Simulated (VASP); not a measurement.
Wanted: the native input for a VASP 6.6.1 run.

* Task: single point
* Functional: PBE
* Potentials or basis: VASP PAW PBE potentials, release 64 (Si)
* Cutoff: 520 eV
* k mesh: 2 × 2 × 2
* Occupations: fermi-dirac, width 0.02 eV
* Spin: no spin polarisation
* Dipole correction: no
* Further INCAR settings: LREAL = Auto; ALGO = Normal; EDIFF = 1e-06; NBANDS = 48

The structure of Si (a cell with a defect) lies in POSCAR:

```
Si
1.0
    0.0000000000      5.4300000000      5.4300000000
    5.4300000000      0.0000000000      5.4300000000
    5.4300000000      5.4300000000      0.0000000000
Si
17
Direct
    0.0014541748      0.0012832844     -0.0088246748
    0.1227348133      0.1222593089      0.1211255458
   -0.0077046642     -0.0078770291      0.4926114191
    0.1165627896      0.1163920149      0.6166861062
    0.0174441738      0.4934951949     -0.0057243428
    0.1647391302      0.6072860457      0.1074074538
    0.0013494143      0.4908744841      0.5014325096
    0.1222549752      0.6206050934      0.6230315310
    0.4939449055      0.0170856572     -0.0055764149
    0.6074753832      0.1646856930      0.1074474249
    0.4910463926      0.0012250260      0.5014786405
    0.6207947613      0.1219581496      0.6232125076
    0.5233255719      0.5232994296      0.0233070239
    0.6502542436      0.6498505884      0.1509413535
    0.4935461620      0.4932416424      0.5180953748
    0.6073059879      0.6071589254      0.6647469228
    0.7884577250      0.7883975310      0.2885062489
```

These files were run (other wordings do the same):

INCAR

```
SYSTEM = Si
ALGO     = Normal         ! electronic algorithm
EDIFF    = 1E-6           ! SCF threshold, eV
ENCUT    = 520            ! plane-wave cutoff, eV
GGA      = PE             ! functional
ISIF     = 2              ! what is computed and relaxed
ISMEAR   = -1             ! smearing method
LASPH    = .TRUE.         ! aspherical terms in the spheres
LCHARG   = .TRUE.         ! write CHGCAR
LELF     = .TRUE.         ! ELF
LREAL    = Auto         
LVHAR    = .TRUE.       
LWAVE    = .FALSE.        ! write WAVECAR
NBANDS   = 48             ! bands
NELM     = 100            ! most SCF steps
PREC     = Accurate       ! precision mode
SIGMA    = 0.02           ! smearing width, eV
```

KPOINTS

```
k-points
0
G
  2 2 2
  0 0 0
```

Potentials or basis: VASP PAW PBE potentials, release 64 (Si).

Command:

```sh
$ cat potpaw_PBE.64/Si/POTCAR > POTCAR
$ mpirun -np 1 vasp_std > vasp.out
```

Results of the run:

```
Pressure               : 4.4 GPa
Largest force          : 0.018 eV/Å
Band gap on the k mesh : zero (bands 34 and 35 overlap by 0.07 eV)
```

Caveat: the k points lie up to 0.50 Å⁻¹ apart.

It took 6.3 min on 1 thread of Intel Xeon 8259CL, on a shared host, peak memory 0.48 GiB.
